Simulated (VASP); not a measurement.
Here is a VASP 6.6.1 calculation.

Contents of INCAR:

```
PREC = Accurate
ENCUT = 600
EDIFF = 1E-6
ISMEAR = 0
SIGMA = 0.01
LREAL = False
LASPH = True
NELM = 120
ALGO = Normal
ISIF = 2
LWAVE = False
LCHARG = False
GGA = PE
NBANDS = 11
GGA_COMPAT = False
```

The input KPOINTS:

```
Automatic mesh
0
Gamma
  10 10 10
```

Contents of POSCAR:

```
SiC
1.0
    0.0000000000      2.1505369288      2.1505369288
    2.1505369288      0.0000000000      2.1505369288
    2.1505369288      2.1505369288      0.0000000000
Si C
1 1
Direct
    0.0000000000      0.0000000000      0.0000000000
    0.2500000000      0.2500000000      0.2500000000
```

Potentials or basis: VASP PAW PBE potentials, release 64 (Si, C).

The run is started by

```bash
$ cat potpaw_PBE.64/Si/POTCAR potpaw_PBE.64/C/POTCAR > POTCAR
$ mpirun -np 1 vasp_std > vasp.out
```

Q: Predict the pressure.

A: 12.6 GPa.

Q: Estimate the band gap on the k mesh.

A: 1.32 eV, indirect (least direct gap 4.58 eV).

 A k mesh can miss the band edges.
